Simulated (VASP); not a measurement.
Set up this calculation in VASP 6.6.1, as the native input.

```yaml
Task: single point
Functional: PBEsol
Dispersion: D3(BJ)
Potentials_or_basis: VASP PAW PBE potentials, release 64 (Ga_d, Sb)
Cutoff: 520 eV
k_mesh: 14 × 14 × 14
Occupations: gaussian, width 0.15 eV
Spin: no spin polarisation
Dipole_correction: no
Further_INCAR_settings: ALGO = Fast; EDIFF = 1e-06; NBANDS = 30
```

The structure of Ga3Sb lies in POSCAR:

```
Ga3Sb
1.0
   -2.0030762830      2.0030762830      4.6918055778
    2.0030762830     -2.0030762830      4.6918055778
    2.0030762830      2.0030762830     -4.6918055778
Ga Sb
3 1
Direct
    0.7500000000      0.2500000000      0.5000000000
    0.2500000000      0.7500000000      0.5000000000
    0.5000000000      0.5000000000      0.0000000000
    0.0000000000      0.0000000000      0.0000000000
```

The input as run:

INCAR

```
SYSTEM = Ga3Sb
PREC = Accurate ; ENCUT = 520
EDIFF = 1E-6 ; ISMEAR = 0
SIGMA = 0.15 ; LREAL = .False.
LASPH = .True. ; NELM = 60
ALGO = Fast ; ISIF = 2
LWAVE = .False. ; LCHARG = .False.
GGA = PS ; IVDW = 12
NBANDS = 30
```

KPOINTS

```
Automatic mesh
0
Gamma
  14 14 14
  0 0 0
```

Potentials or basis: VASP PAW PBE potentials, release 64 (Ga_d, Sb).

The run is started by

```sh
$ cat potpaw_PBE.64/Ga_d/POTCAR potpaw_PBE.64/Sb/POTCAR > POTCAR
$ mpirun -np 1 vasp_std > vasp.out
```

It gave:

```
Pressure                   : 3.1 GPa
Band gap on the k mesh     : zero (bands 22 and 23 overlap by 5.03 eV)
Dispersion energy per atom : -0.391 eV
```

Caveat: the cell stands under pressure; the PAW data sets were made with another functional, which shifts forces and pressure a little; spin-orbit coupling is left out, which moves the levels of the heavy elements.

Wall time 19 min on 1 thread of Oxide Virtual Turin-like Processor, with other jobs on the host, peak memory 0.58 GiB.
